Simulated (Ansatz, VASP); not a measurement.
# Two plane-wave programs on SiC

```
CELL_PARAMETERS angstrom
2.17400 -2.17400 0.00000
2.17400 0.00000 -2.17400
9.42081 8.33359 8.33359
ATOMIC_POSITIONS crystal
Si 0.65625 0.65625 0.06247
Si 0.85067 0.85067 0.89580
Si 0.29514 0.29514 0.22913
Si 0.57290 0.57290 0.56247
Si 0.93402 0.93402 0.39580
Si 0.21179 0.21179 0.72913
C 0.59374 0.59374 0.43747
C 0.95486 0.95486 0.27080
C 0.23262 0.23262 0.60413
C 0.51039 0.51039 0.93747
C 0.87151 0.87151 0.77080
C 0.31597 0.31597 0.10413
```

Alike in both runs: task single point; functional PBE; k mesh 10 × 10 × 2; occupations gaussian, width 0.05 eV; no spin polarisation.

|  | VASP | Ansatz |
| --- | --- | --- |
| version | VASP 6.6.1 | Ansatz 0.2.0 |
| potentials or method | VASP PAW PBE potentials, release 64 (Si, C), cutoff 520 eV | scalar-relativistic, plane waves, PAW |
| valence electrons in the cell | 48 | 48 |

Ansatz gave:

```
gap on the k mesh at the Fermi level (eV)                     : 0.67
least direct gap on the mesh (eV)                             : 1.38
pressure (GPa)                                                : 4.5
traceless stress, the component that is largest in VASP (GPa) : -8.87
rms of the force components (eV/Å)                            : 0.511
```

Problem. What did VASP give for the same quantities?

Solution. gap on the k mesh at the Fermi level (eV): 0.67; least direct gap on the mesh (eV): 1.38; pressure (GPa): 4.4; traceless stress, the component that is largest in VASP (GPa): -8.88; rms of the force components (eV/Å): 0.510.

Atom by atom the forces differ by 0.003 eV/Å (rms over components). The functional is the same, so the differences come from potentials, cutoffs and numerics.
